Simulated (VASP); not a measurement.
# TaNb3F2 (P-4m2) in VASP: further runs

Runs on TaNb3F2. Level: PBE. Tasks: single point.

Everything below comes from runs of VASP 6.6.1. Logs are shortened: lines on timing, memory, paths and dates and some standing lists are left out, and cuts for length are marked.

## (1) The cell of the first run

Symmetry: P-4m2, No. 115, tetragonal system. The conventional cell has a = 4.318 Å, b = 4.318 Å, c = 4.860 Å, α = 90.00°, β = 90.00°, γ = 90.00°. Ta (site symmetry -4m2) has 6 Nb at 2.26 to 2.43 Å within 3.0 Å. Within 3.0 Å of Nb (site symmetry 2mm) lie 2 Ta at 2.26 Å and 4 F at 2.26 to 2.79 Å and 2 Nb at 2.79 Å. Nb (site symmetry -4m2) has 2 Ta at 2.43 Å and 4 Nb at 2.79 Å and 4 F at 3.05 Å within 3.2 Å. F (site symmetry -4m2) has 2 F at 2.43 Å and 8 Nb at 2.79 to 3.05 Å within 3.2 Å. Within 3.0 Å of F (site symmetry -4m2) lie 4 Nb at 2.26 Å and 2 F at 2.43 Å.

## (2) Single point, PBE

Input file INCAR:

```
PREC = Accurate ; ENCUT = 520
EDIFF = 1E-6 ; ISMEAR = 0
SIGMA = 0.1 ; LREAL = False
LASPH = True ; NELM = 100
ALGO = Normal ; ISIF = 2
LWAVE = False ; LCHARG = True
GGA = PE ; LELF = True
LVHAR = True ; NBANDS = 41
```

Input file KPOINTS:

```
Automatic mesh
0
Gamma
  4 4 4
```

Input file POSCAR:

```
TaNb3F2
1.0
    4.3182617100      0.0000000000      0.0000000000
    0.0000000000      4.3182617100      0.0000000000
    0.0000000000      0.0000000000      4.8597432300
Ta Nb F
1 3 2
Direct
    0.0000000000      0.0000000000      0.0000000000
    0.0000000000      0.5000000000      0.1376359100
    0.5000000000      0.0000000000      0.8623640900
    0.0000000000      0.0000000000      0.5000000000
    0.5000000000      0.5000000000      0.5000000000
    0.5000000000      0.5000000000      0.0000000000
```

Potentials or basis: VASP PAW PBE potentials, release 64 (Ta_pv, Nb_sv, F).

Run with:

```bash
> cat potpaw_PBE.64/Ta_pv/POTCAR potpaw_PBE.64/Nb_sv/POTCAR potpaw_PBE.64/F/POTCAR > POTCAR
> mpirun -np 1 vasp_std > vasp.out
```

OUTCAR:

```text
PREC = Accurate
   ENCUT = 520
   EDIFF = 1E-6
   ISMEAR = 0
   LREAL = False
   LASPH = True
   NELM = 100
   ISIF = 2
   GGA = PE

 ion  position               nearest neighbor table
   1  0.000  0.000  0.000-   2 2.26   3 2.26   2 2.26   3 2.26   4 2.43   4 2.43
   2  0.000  0.500  0.138-   1 2.26   6 2.26   1 2.26   6 2.26   4 2.79   4 2.79
   3  0.500  0.000  0.862-   1 2.26   6 2.26   6 2.26   1 2.26   4 2.79   4 2.79
   4  0.000  0.000  0.500-   1 2.43   1 2.43   3 2.79   2 2.79   2 2.79   3 2.79
   5  0.500  0.500  0.500-
   6  0.500  0.500  0.000-   2 2.26   3 2.26   3 2.26   2 2.26

  LATTYP: Found a simple tetragonal cell.
 ALAT       =     4.3182617100
 C/A-ratio  =     1.1253934005

  Lattice vectors:

 A1 = (   4.3182617100,   0.0000000000,   0.0000000000)
 A2 = (   0.0000000000,   4.3182617100,   0.0000000000)
 A3 = (   0.0000000000,   0.0000000000,   4.8597432300)

Analysis of symmetry for initial positions (statically):
=====================================================================
 Subroutine PRICEL returns:
 Original cell was already a primitive cell.

 Routine SETGRP: Setting up the symmetry group for a
 simple tetragonal supercell.

 Subroutine GETGRP returns: Found  8 space group operations
 (whereof  8 operations were pure point group operations)
 out of a pool of 16 trial point group operations.

The static configuration has the point symmetry D_2d.

Analysis of symmetry for dynamics (positions and initial velocities):
=====================================================================
 Subroutine PRICEL returns:
 Original cell was already a primitive cell.

 Routine SETGRP: Setting up the symmetry group for a
 simple tetragonal supercell.

 Subroutine GETGRP returns: Found  8 space group operations
 (whereof  8 operations were pure point group operations)
 out of a pool of 16 trial point group operations.

The dynamic configuration has the point symmetry D_2d.

 Subroutine INISYM returns: Found  8 space group operations
 (whereof  8 operations are pure point group operations),
 and found     1 'primitive' translations

----------------------------------------------------------------------------------------

                                     Primitive cell

  volume of cell :      90.6215
[... 89 lines left out ...]
   NELM   =    100;   NELMIN=  2; NELMDL= -5     # of ELM steps
   EDIFF  = 0.1E-05   stopping-criterion for ELM
   LREAL  =      F    real-space projection
   EDIFFG = 0.1E-04   stopping-criterion for IOM
   NSW    =      0    number of steps for IOM
   IBRION =     -1    ionic relax: 0-MD 1-quasi-New 2-CG
   NFREE  =      0    steps in history (QN), initial steepest desc. (CG)
   ISIF   =      2    stress and relaxation
   ISYM   =      2    0-nonsym 1-usesym 2-fastsym
   POTIM  = 0.5000    time-step for ionic-motion
   TEBEG  =    0.0;   TEEND  =   0.0 temperature during run
   PSTRESS=    0.0 pullay stress
   NELECT =      64.0000    total number of electrons
   NUPDOWN=      -1.0000    fix difference up-down
   EMIN   =  10.00;   EMAX   =-10.00  energy-range for DOS
   EFERMI =   0.00;   METHOD = LEGACY
   ISMEAR =     0;   SIGMA  =   0.10  broadening in eV -4-tet -1-fermi 0-gaus
   EFERMI_NEDOS =   21; number of points for ismear=-14 and -15
   IALGO  =     38    algorithm
   IMIX   =      4    mixing-type and parameters
     AMIX     =   0.40;   BMIX     =  1.00
     AMIX_MAG =   1.60;   BMIX_MAG =  1.00
  volume/ion in A,a.u.               =      15.10       101.92
  Fermi-wavevector in a.u.,A,eV,Ry     =   1.457889  2.755010 28.918365  2.125440
  Thomas-Fermi vector in A             =   2.574638
   LORBIT       =      0    0 simple, 1 ext, 2 COOP (PROOUT), +10 PAW based schemes
   GGA     = PE    functional components
   LHFCALC =     F    Hartree Fock is set to
   AEXX    =    0.0000 exact exchange contribution
   IVDW    =     0    specifies the selected vdW correction
   LEPSILON=     F    determine dielectric tensor
   LRPA    =     F    only Hartree local field effects (RPA)
 non-spin polarized calculation
 Gauss-broadening in eV      SIGMA  =   0.10
  energy-cutoff  :      520.00
  volume of cell :       90.62
 maximum number of plane-waves:      2472
   NGX = 17   NGY = 17   NGZ = 19

 number of electron      63.9999967 magnetization

 Free energy of the ion-electron system (eV)
  ---------------------------------------------------
  ext. energy  EPLUGINS =         0.00000000
  ---------------------------------------------------
  free energy    TOTEN  =       -40.46082256 eV

  energy without entropy =      -40.44250120  energy(sigma->0) =      -40.45166188

 E-fermi :   8.6906     XC(G=0): -11.7907

 val. band max:        8.6516181788   @ k =   0.5000   0.2500   0.5000
 cond. band min:       8.6960218197   @ k =   0.0000   0.0000   0.2500
 fundamental gap:      0.0444036409
 Fermi energy:         8.6905970095

 k-point     1 :       0.0000    0.0000    0.0000
  band No.  band energies     occupation
      1     -46.6044      2.00000
      2     -46.5756      2.00000
      3     -46.0708      2.00000
      4     -26.6143      2.00000
      5     -26.6143      2.00000
      6     -25.8183      2.00000
[... 781 lines left out ...]
     40      11.3406      0.00000
     41      11.5882      0.00000

------------------------ aborting loop because EDIFF is reached ----------------------------------------

  FORCE on cell =-STRESS in cart. coord.  units (eV):
  Direction    XX          YY          ZZ          XY          YZ          ZX
  --------------------------------------------------------------------------------------
  -------------------------------------------------------------------------------------
  Total       23.8338231     23.8338231     22.5353295      0.0000000      0.0000000      0.0000000
  in kB      421.3791580    421.3791580    398.4219456      0.0000000      0.0000000      0.0000000
  external PRESSURE =     413.7267539 kB  Pullay stress =       0.0000000 kB

 VOLUME and BASIS-vectors are now :
 -----------------------------------------------------------------------------
  energy-cutoff  :      520.00
  volume of cell :       90.62
      direct lattice vectors                 reciprocal lattice vectors
     4.318261710  0.000000000  0.000000000     0.231574663  0.000000000  0.000000000
     0.000000000  4.318261710  0.000000000     0.000000000  0.231574663  0.000000000
     0.000000000  0.000000000  4.859743230     0.000000000  0.000000000  0.205772189

 POSITION                                       TOTAL-FORCE (eV/Angst)
 -----------------------------------------------------------------------------------
      0.00000      0.00000      0.00000         0.000000     -0.000000      0.000000
      0.00000      2.15913      0.66888         0.000000     -0.000000      4.194426
      2.15913      0.00000      4.19087         0.000000     -0.000000     -4.194426
      0.00000      0.00000      2.42987         0.000000     -0.000000      0.000000
      2.15913      2.15913      2.42987         0.000000     -0.000000      0.000000
      2.15913      2.15913      0.00000         0.000000      0.000000      0.000000
 -----------------------------------------------------------------------------------
    total drift:                                0.000000      0.000000     -0.000000

  FREE ENERGIE OF THE ION-ELECTRON SYSTEM (eV)
  ---------------------------------------------------
  free  energy   TOTEN  =       -40.4608225591 eV

  energy  without entropy=      -40.4425012046  energy(sigma->0) =      -40.45166188
```

It took 49 s on 1 thread of Intel Xeon Platinum 8488C (Sapphire Rapids), shared host; peak memory 0.22 GiB.

Results:

| Item | Value |
| --- | --- |
| Free energy | -40.4608 eV |
| Pressure | 41.4 GPa |
| Largest force | 4.194 eV/Å |
| Band gap on the k mesh | zero (band 32 reaches 9.74 eV, above the bottom of band 33 at 8.10 eV) |

Forces in eV/Å, atoms in the order of the input:
```
Ta   0.000  0.000  0.000
Nb   0.000  0.000  4.194
Nb   0.000  0.000 -4.194
Nb   0.000  0.000  0.000
F    0.000  0.000  0.000
F    0.000  0.000  0.000
```

Stress tensor (GPa, compression positive):
```
42.14  0.00  0.00
 0.00 42.14  0.00
 0.00  0.00 39.84
```

Levels at points of the mesh, in eV from the Fermi level:
```tsv
k point	band 30	band 31	band 32	band 33	band 34	band 35
(0.00, 0.00, 0.00)	-1.86	-1.06	1.05	1.17	1.21	1.21
(0.50, 0.00, 0.00)	-0.94	-0.67	-0.28	0.69	0.76	1.03
(0.50, 0.50, 0.00)	-0.71	-0.71	-0.62	0.45	0.45	0.72
(0.00, 0.00, 0.50)	-1.05	-0.69	-0.59	-0.59	-0.46	0.97
(0.50, 0.00, 0.50)	-1.44	-0.36	-0.09	0.32	0.69	1.03
(0.50, 0.50, 0.50)	-1.77	-1.06	0.89	0.89	0.91	0.93
```

Caveat: the k points lie up to 0.36 Å⁻¹ apart; spin-orbit coupling is left out, which moves the levels of the heavy elements; forces of over 1 eV/Å act on the atoms, so gaps and moduli don't describe the material at rest.

## (3) Single point, PBE

This run uses another cell than the first one, of 18.04 Å³/atom, 1.194 times its volume.

Input file INCAR:

```
  PREC = Accurate
  ENCUT = 520
  EDIFF = 1E-6
  ISMEAR = 0
  SIGMA = 0.1
  LREAL = False
  LASPH = True
  NELM = 100
  ALGO = Normal
  ISIF = 2
  LWAVE = False
  LCHARG = False
  GGA = PE
  NBANDS = 41
```

KPOINTS is that of step 2.

Input file POSCAR:

```
TaNb3F2
1.0
    4.3948061291      0.0000000000      0.0000000000
    0.0000000000      4.3948061291      0.0000000000
    0.0000000000      0.0000000000      5.6031456168
Ta Nb F
1 3 2
Direct
    0.0000000000      0.0000000000      0.0000000000
    0.0000000000      0.5000000000      0.2550456292
    0.5000000000      0.0000000000      0.7449543708
    0.0000000000      0.0000000000      0.5000000000
    0.5000000000      0.5000000000      0.5000000000
    0.5000000000      0.5000000000      0.0000000000
```

Potentials or basis: VASP PAW PBE potentials, release 64 (Ta_pv, Nb_sv, F).

Run with:

```bash
> cat potpaw_PBE.64/Ta_pv/POTCAR potpaw_PBE.64/Nb_sv/POTCAR potpaw_PBE.64/F/POTCAR > POTCAR
> mpirun -np 1 vasp_std > vasp.out
```

OUTCAR:

```text
PREC = Accurate
   ENCUT = 520
   EDIFF = 1E-6
   ISMEAR = 0
   LREAL = False
   LASPH = True
   NELM = 100
   ISIF = 2
   GGA = PE

 ion  position               nearest neighbor table
   1  0.000  0.000  0.000-   2 2.62   3 2.62   2 2.62   3 2.62   4 2.80   4 2.80
   2  0.000  0.500  0.255-   4 2.59   4 2.59   1 2.62   1 2.62
   3  0.500  0.000  0.745-   4 2.59   4 2.59   1 2.62   1 2.62
   4  0.000  0.000  0.500-   2 2.59   3 2.59   2 2.59   3 2.59   1 2.80   1 2.80
   5  0.500  0.500  0.500-
   6  0.500  0.500  0.000-

  LATTYP: Found a simple tetragonal cell.
 ALAT       =     4.3948061291
 C/A-ratio  =     1.2749471654

  Lattice vectors:

 A1 = (   4.3948061291,   0.0000000000,   0.0000000000)
 A2 = (   0.0000000000,   4.3948061291,   0.0000000000)
 A3 = (   0.0000000000,   0.0000000000,   5.6031456168)

Analysis of symmetry for initial positions (statically):
=====================================================================
 Subroutine PRICEL returns:
 Original cell was already a primitive cell.

 Routine SETGRP: Setting up the symmetry group for a
 simple tetragonal supercell.

 Subroutine GETGRP returns: Found  8 space group operations
 (whereof  8 operations were pure point group operations)
 out of a pool of 16 trial point group operations.

The static configuration has the point symmetry D_2d.

Analysis of symmetry for dynamics (positions and initial velocities):
=====================================================================
 Subroutine PRICEL returns:
 Original cell was already a primitive cell.

 Routine SETGRP: Setting up the symmetry group for a
 simple tetragonal supercell.

 Subroutine GETGRP returns: Found  8 space group operations
 (whereof  8 operations were pure point group operations)
 out of a pool of 16 trial point group operations.

The dynamic configuration has the point symmetry D_2d.

[... 119 lines left out ...]
     AMIX_MAG =   1.60;   BMIX_MAG =  1.00
  volume/ion in A,a.u.               =      18.04       121.72
  Fermi-wavevector in a.u.,A,eV,Ry     =   1.374140  2.596748 25.691354  1.888261
  Thomas-Fermi vector in A             =   2.499594
   LORBIT       =      0    0 simple, 1 ext, 2 COOP (PROOUT), +10 PAW based schemes
   GGA     = PE    functional components
   LHFCALC =     F    Hartree Fock is set to
   AEXX    =    0.0000 exact exchange contribution
   IVDW    =     0    specifies the selected vdW correction
   LEPSILON=     F    determine dielectric tensor
   LRPA    =     F    only Hartree local field effects (RPA)
 non-spin polarized calculation
 Gauss-broadening in eV      SIGMA  =   0.10
  energy-cutoff  :      520.00
  volume of cell :      108.22
 maximum number of plane-waves:      2960
 NGX is ok and might be reduce to    36
   NGX = 17   NGY = 17   NGZ = 21

 number of electron      63.9999962 magnetization

 Free energy of the ion-electron system (eV)
  ---------------------------------------------------
  ext. energy  EPLUGINS =         0.00000000
  ---------------------------------------------------
  free energy    TOTEN  =       -44.90175225 eV

  energy without entropy =      -44.87789072  energy(sigma->0) =      -44.88982149

 E-fermi :   6.5524     XC(G=0): -10.9176

 val. band max:        6.5476644538   @ k =   0.0000   0.0000   0.2500
 cond. band min:       6.5598013023   @ k =   0.5000   0.5000   0.5000
 fundamental gap:      0.0121368485
 Fermi energy:         6.5523912248

 k-point     1 :       0.0000    0.0000    0.0000
  band No.  band energies     occupation
      1     -48.3673      2.00000
      2     -48.2962      2.00000
      3     -47.6832      2.00000
      4     -27.5933      2.00000
      5     -27.5933      2.00000
      6     -27.5760      2.00000
[... 781 lines left out ...]
     40       9.6275      0.00000
     41       9.8652      0.00000

------------------------ aborting loop because EDIFF is reached ----------------------------------------

  FORCE on cell =-STRESS in cart. coord.  units (eV):
  Direction    XX          YY          ZZ          XY          YZ          ZX
  --------------------------------------------------------------------------------------
  -------------------------------------------------------------------------------------
  Total       -0.2569212     -0.2569212      0.0264967      0.0000000      0.0000000      0.0000000
  in kB       -3.8036380     -3.8036380      0.3922759      0.0000000      0.0000000      0.0000000
  external PRESSURE =      -2.4050000 kB  Pullay stress =       0.0000000 kB

 VOLUME and BASIS-vectors are now :
 -----------------------------------------------------------------------------
  energy-cutoff  :      520.00
  volume of cell :      108.22
      direct lattice vectors                 reciprocal lattice vectors
     4.394806129  0.000000000  0.000000000     0.227541323  0.000000000  0.000000000
     0.000000000  4.394806129  0.000000000     0.000000000  0.227541323  0.000000000
     0.000000000  0.000000000  5.603145617     0.000000000  0.000000000  0.178471178

 POSITION                                       TOTAL-FORCE (eV/Angst)
 -----------------------------------------------------------------------------------
      0.00000      0.00000      0.00000         0.000000     -0.000000      0.000000
      0.00000      2.19740      1.42906         0.000000     -0.000000     -0.014079
      2.19740      0.00000      4.17409         0.000000     -0.000000      0.014079
      0.00000      0.00000      2.80157        -0.000000     -0.000000      0.000000
      2.19740      2.19740      2.80157         0.000000     -0.000000      0.000000
      2.19740      2.19740      0.00000         0.000000      0.000000      0.000000
 -----------------------------------------------------------------------------------
    total drift:                                0.000000      0.000000     -0.000000

  FREE ENERGIE OF THE ION-ELECTRON SYSTEM (eV)
  ---------------------------------------------------
  free  energy   TOTEN  =       -44.9017522536 eV

  energy  without entropy=      -44.8778907172  energy(sigma->0) =      -44.88982149
```

It took 66 s on 1 thread of Intel Xeon Platinum 8488C (Sapphire Rapids), shared host; peak memory 0.26 GiB.

Results:

* Free energy: -44.9018 eV
* Pressure: -0.2 GPa
* Largest force: 0.014 eV/Å
* Band gap on the k mesh: zero (band 32 reaches 7.22 eV, above the bottom of band 33 at 5.97 eV)

Forces in eV/Å, atoms in the order of the input:
```
Ta   0.000  0.000  0.000
Nb   0.000  0.000 -0.014
Nb   0.000  0.000  0.014
Nb   0.000  0.000  0.000
F    0.000  0.000  0.000
F    0.000  0.000  0.000
```

Stress tensor (GPa, compression positive):
```
-0.38  0.00  0.00
 0.00 -0.38  0.00
 0.00  0.00  0.04
```

Levels at points of the mesh, in eV from the Fermi level:
```csv
k point,band 28,band 29,band 30,band 31,band 32,band 33,band 34,band 35,band 36,band 37
"(0.00, 0.00, 0.00)",-0.81,-0.81,-0.70,-0.63,-0.63,0.32,0.76,0.78,1.02,1.29
"(0.50, 0.00, 0.00)",-1.74,-0.93,-0.69,-0.34,0.67,0.84,0.86,0.93,1.40,1.54
"(0.50, 0.50, 0.00)",-1.91,-1.21,-0.41,-0.41,-0.27,0.66,0.87,0.87,1.17,1.74
"(0.00, 0.00, 0.50)",-1.37,-1.17,-1.17,-1.17,-0.71,-0.58,0.68,0.68,1.89,1.89
"(0.50, 0.00, 0.50)",-1.26,-0.86,-0.59,-0.55,-0.20,0.21,0.52,0.84,0.90,1.14
"(0.50, 0.50, 0.50)",-1.65,-1.65,-0.96,-0.85,-0.02,0.01,0.59,0.59,1.26,1.86
```

Caveat: spin-orbit coupling is left out, which moves the levels of the heavy elements.
